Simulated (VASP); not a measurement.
Write the native input for VASP 6.6.1 that does the following.

| Property | Result |
| --- | --- |
| Task | single point |
| Functional | PBEsol |
| Potentials or basis | VASP PAW PBE potentials, release 64 (Ca_sv, Si, H) |
| Cutoff | 520 eV |
| k mesh | 6 × 4 × 4 |
| Occupations | fermi-dirac, width 0.03 eV |
| Spin | no spin polarisation |
| Dipole correction | no |
| Further INCAR settings | ALGO = Normal; EDIFF = 1e-07; NBANDS = 20 |

The structure of CaSiH6 lies in POSCAR:

```
CaSiH6
1.0
    3.1362775178      0.0000000000      0.0000000000
    0.0000000000      2.7826432208      3.5590126048
    0.0000000000     -2.7826432208      3.5590126048
Ca Si H
1 1 6
Direct
    0.5000000000      0.5740795801      0.5740795801
    0.0000000000      0.9634214073      0.9634214073
    0.0000000000      0.9193623653      0.3229326617
    0.0000000000      0.3229326617      0.9193623653
    0.0000000000      0.3803000370      0.3803000370
    0.5000000000      0.6846133419      0.0480936144
    0.5000000000      0.0480936144      0.6846133419
    0.5000000000      0.1071979923      0.1071979923
```

These files were run (other wordings do the same):

INCAR

```
SYSTEM = CaSiH6
PREC = Accurate
ENCUT = 520
EDIFF = 1E-7
ISMEAR = -1
SIGMA = 0.03
LREAL = .FALSE.
LASPH = .TRUE.
NELM = 60
ALGO = Normal
ISIF = 2
LWAVE = .FALSE.
LCHARG = .TRUE.
GGA = PS
LELF = .TRUE.
LVHAR = .TRUE.
NBANDS = 20
```

KPOINTS

```
Automatic mesh
0
G
  6 4 4
  0 0 0
```

Potentials or basis: VASP PAW PBE potentials, release 64 (Ca_sv, Si, H).

Command:

```console
$ cat potpaw_PBE.64/Ca_sv/POTCAR potpaw_PBE.64/Si/POTCAR potpaw_PBE.64/H/POTCAR > POTCAR
$ mpirun -np 1 vasp_std > vasp.out
```

Results of the run:

The pressure is 0.0 GPa. The largest force is 0.014 eV/Å and the band gap on the k mesh is zero (bands 10 and 11 overlap by 2.69 eV).

Caveat: the PAW data sets were made with another functional, which shifts forces and pressure a little.

It took 59 s on 1 thread of Oxide Virtual Turin-like Processor (shared host), peak memory 0.16 GiB.
